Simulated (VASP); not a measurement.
# CaSe (Immm) in VASP: a series of runs, part 2 of 2

VASP 6.6.1. The steps go on from the part before.

## (5) Single point, PBEsol (strain +0.0625 x Voigt [0, 0, 0, 0, 0, 1])

INCAR

```
PREC = Accurate
ENCUT = 520
EDIFF = 1E-6
ISMEAR = 0
SIGMA = 0.05
LREAL = F
LASPH = T
NELM = 60
ALGO = Normal
ISIF = 2
LWAVE = F
LCHARG = F
GGA = PS
NBANDS = 15
```

KPOINTS

```
Automatic mesh
0
Gamma
  8 8 8
```

POSCAR

```
CaSe
1.0
    0.0923750000      2.9560000000      2.9560000000
    2.9560000000      0.0923750000      2.9560000000
    3.0483750000      3.0483750000      0.0000000000
Ca Se
1 1
Direct
    0.0000000000      0.0000000000      0.0000000000
    0.5000000000      0.5000000000      0.5000000000
```

Potentials or basis: VASP PAW PBE potentials, release 64 (Ca_sv, Se).

On the command line:

```
$ cat potpaw_PBE.64/Ca_sv/POTCAR potpaw_PBE.64/Se/POTCAR > POTCAR
$ mpirun -np 1 vasp_std > vasp.out
```

OUTCAR:

```text
PREC = Accurate
   ENCUT = 520
   EDIFF = 1E-6
   ISMEAR = 0
   LREAL = F
   LASPH = T
   NELM = 60
   ISIF = 2
   GGA = PS

 ion  position               nearest neighbor table
   1  0.000  0.000  0.000-   2 2.96   2 2.96   2 2.96   2 2.96   2 2.96   2 2.96
   2  0.500  0.500  0.500-   1 2.96   1 2.96   1 2.96   1 2.96   1 2.96   1 2.96

  LATTYP: Found a body centered orthorhombic cell.
 ALAT       =     4.0497773126
 B/A-ratio  =     1.0645161290
 C/A-ratio  =     1.4598333547

  Lattice vectors:

 A1 = (   2.9560000000,   0.0923750000,  -2.9560000000)
 A2 = (  -2.9560000000,  -0.0923750000,  -2.9560000000)
 A3 = (   0.0923750000,   2.9560000000,   2.9560000000)

Analysis of symmetry for initial positions (statically):
=====================================================================
 Subroutine PRICEL returns:
 Original cell was already a primitive cell.

 Routine SETGRP: Setting up the symmetry group for a
 body centered orthorhombic supercell.

 Subroutine GETGRP returns: Found  8 space group operations
 (whereof  8 operations were pure point group operations)
 out of a pool of  8 trial point group operations.

The static configuration has the point symmetry D_2h.

Analysis of symmetry for dynamics (positions and initial velocities):
=====================================================================
 Subroutine PRICEL returns:
 Original cell was already a primitive cell.

 Routine SETGRP: Setting up the symmetry group for a
 body centered orthorhombic supercell.

 Subroutine GETGRP returns: Found  8 space group operations
 (whereof  8 operations were pure point group operations)
 out of a pool of  8 trial point group operations.

The dynamic configuration has the point symmetry D_2h.

 Subroutine INISYM returns: Found  8 space group operations
 (whereof  8 operations are pure point group operations),
 and found     1 'primitive' translations

----------------------------------------------------------------------------------------

[... 121 lines left out ...]
   LEPSILON=     F    determine dielectric tensor
   LRPA    =     F    only Hartree local field effects (RPA)
 non-spin polarized calculation
 Gauss-broadening in eV      SIGMA  =   0.05
  energy-cutoff  :      520.00
  volume of cell :       51.61
 maximum number of plane-waves:      1407
   NGX = 15   NGY = 15   NGZ = 17

 number of electron      16.0000003 magnetization

 Free energy of the ion-electron system (eV)
  ---------------------------------------------------
  ext. energy  EPLUGINS =         0.00000000
  ---------------------------------------------------
  free energy    TOTEN  =       -10.05488089 eV

  energy without entropy =      -10.05488089  energy(sigma->0) =      -10.05488089

 E-fermi :   2.8688     XC(G=0):  -9.3391

 val. band max:        2.5565361575   @ k =   0.0000   0.0000   0.0000
 cond. band min:       4.2703581425   @ k =   0.5000   0.5000   0.0000
 fundamental gap:      1.7138219851
 Fermi energy:         2.8688243923

 k-point     1 :       0.0000    0.0000    0.0000
  band No.  band energies     occupation
      1     -37.1794      2.00000
      2     -18.2591      2.00000
      3     -18.2535      2.00000
      4     -18.2482      2.00000
      5      -9.4676      2.00000
      6       2.2011      2.00000
      7       2.3561      2.00000
      8       2.5565      2.00000
      9       5.4411      0.00000
     10       5.7809      0.00000
     11       6.1056      0.00000
     12       6.2449      0.00000
     13       6.6285      0.00000
     14       6.6348      0.00000
[... 401 lines left out ...]
      2     -18.3108      2.00000
      3     -18.2647      2.00000
      4     -18.2541      2.00000
      5      -9.1572      2.00000
      6       0.5293      2.00000
      7       1.6251      2.00000
      8       1.8038      2.00000
      9       5.5747      0.00000
     10       6.4743      0.00000
     11       6.9060      0.00000
     12       7.3117      0.00000
     13       7.5257      0.00000
     14       9.1240      0.00000
     15      12.0283      0.00000

 [... further k-points ...]

------------------------ aborting loop because EDIFF is reached ----------------------------------------

  FORCE on cell =-STRESS in cart. coord.  units (eV):
  Direction    XX          YY          ZZ          XY          YZ          ZX
  --------------------------------------------------------------------------------------
  -------------------------------------------------------------------------------------
  Total       -0.2752806     -0.2752806     -0.3218394     -0.5483537      0.0000000      0.0000000
  in kB       -8.5460843     -8.5460843     -9.9915028    -17.0236378      0.0000000      0.0000000
  external PRESSURE =      -9.0278905 kB  Pullay stress =       0.0000000 kB

 VOLUME and BASIS-vectors are now :
 -----------------------------------------------------------------------------
  energy-cutoff  :      520.00
  volume of cell :       51.61
      direct lattice vectors                 reciprocal lattice vectors
     0.092375000  2.956000000  2.956000000    -0.174603867  0.174603867  0.169147497
     2.956000000  0.092375000  2.956000000     0.174603867 -0.174603867  0.169147497
     3.048375000  3.048375000  0.000000000     0.164021815  0.164021815 -0.169147497

 POSITION                                       TOTAL-FORCE (eV/Angst)
 -----------------------------------------------------------------------------------
      0.00000      0.00000      0.00000         0.000000     -0.000000      0.000000
      3.04838      3.04838      2.95600        -0.000000      0.000000      0.000000
 -----------------------------------------------------------------------------------
    total drift:                                0.000000     -0.000000     -0.000000

  FREE ENERGIE OF THE ION-ELECTRON SYSTEM (eV)
  ---------------------------------------------------
  free  energy   TOTEN  =       -10.0548808857 eV

  energy  without entropy=      -10.0548808857  energy(sigma->0) =      -10.05488089
```

OSZICAR:

```text
N       E                     dE             d eps       ncg     rms          rms(c)
DAV:   1     0.106720971343E+03    0.10672E+03   -0.74842E+03  2850   0.986E+02
DAV:   2    -0.550697257457E+01   -0.11223E+03   -0.10665E+03  3550   0.243E+02
DAV:   3    -0.997993852802E+01   -0.44730E+01   -0.44234E+01  3975   0.460E+01
DAV:   4    -0.102049753649E+02   -0.22504E+00   -0.22494E+00  3916   0.856E+00
DAV:   5    -0.102064437153E+02   -0.14684E-02   -0.14682E-02  3920   0.774E-01    0.428E+00
DAV:   6    -0.100694859593E+02    0.13696E+00   -0.16506E-01  3424   0.228E+00    0.250E+00
DAV:   7    -0.100539959981E+02    0.15490E-01   -0.81786E-02  3700   0.189E+00    0.743E-01
DAV:   8    -0.100547928851E+02   -0.79689E-03   -0.10033E-02  3088   0.769E-01    0.107E-01
DAV:   9    -0.100548316871E+02   -0.38802E-04   -0.55555E-04  3721   0.233E-01    0.436E-02
DAV:  10    -0.100548774279E+02   -0.45741E-04   -0.12535E-04  3228   0.736E-02    0.127E-02
DAV:  11    -0.100548816472E+02   -0.42193E-05   -0.15565E-05  3753   0.362E-02    0.885E-03
DAV:  12    -0.100548808857E+02    0.76152E-06   -0.16984E-06  3036   0.821E-03
   1 F= -.10054881E+02 E0= -.10054881E+02  d E =-.630204E-21
```

stdout:

```text
POSCAR found type information on POSCAR CaSe
 POSCAR found :  2 types and       2 ions
 scaLAPACK will be used
 -----------------------------------------------------------------------------
|                                                                             |
|                                                                             |
|     You enforced a specific xc type in the INCAR file but a different       |
|     I HOPE YOU KNOW WHAT YOU ARE DOING!                                     |
|                                                                             |
 -----------------------------------------------------------------------------

 LDA part: xc-table for (Slater+PW92), standard interpolation
 POSCAR, INCAR and KPOINTS ok, starting setup
 FFT: planning ... GRIDC
 FFT: planning ... GRID_SOFT
 FFT: planning ... GRID
 WAVECAR not read
 entering main loop
```

Wall time 25 s (1 thread of Intel Xeon 6975P-C (Granite Rapids), shared host); peak memory 0.22 GiB.

Results:

```yaml
Free_energy: -10.0549 eV
Pressure: -0.9 GPa
Band_gap_on_the_k_mesh: 1.71 eV (least direct gap 2.59 eV)
```

Stress tensor (GPa, compression positive):
```
-0.85 -1.70  0.00
-1.70 -0.85  0.00
 0.00  0.00 -1.00
```

Caveat: the cell differs from its parent crystal (strain +0.0625 x Voigt [0, 0, 0, 0, 0, 1]); the PAW data sets were made with another functional, which shifts forces and pressure a little.

## (6) Summary

| cell | gap on the mesh (eV) | pressure (GPa) |
| --- | --- | --- |
| a = 4.183, b = 4.183, c = 3.971 Å, angles 61.7, 61.7, 63.3°, 2 atoms | 1.56 | -0.9 |
| a = 4.182, b = 4.182, c = 4.337 Å, angles 58.8, 58.8, 57.5°, 2 atoms | 1.66 | -0.9 |
| a = 4.182, b = 4.182, c = 4.363 Å, angles 58.6, 58.6, 57.1°, 2 atoms | 1.61 | -0.9 |
| a = 4.181, b = 4.181, c = 4.311 Å, angles 59.0, 59.0, 57.9°, 2 atoms | 1.71 | -0.9 |

Alike in all rows: task single point; level PBEsol; potentials or basis VASP PAW PBE potentials, release 64 (Ca_sv, Se); no spin polarisation; k mesh 8 × 8 × 8; cutoff (eV) 520; smearing gaussian 0.05 eV.

Caveats: the PAW data sets were made with another functional, which shifts forces and pressure a little.

Total energies depend on the potentials used, so only differences within one code and one set of settings carry meaning.
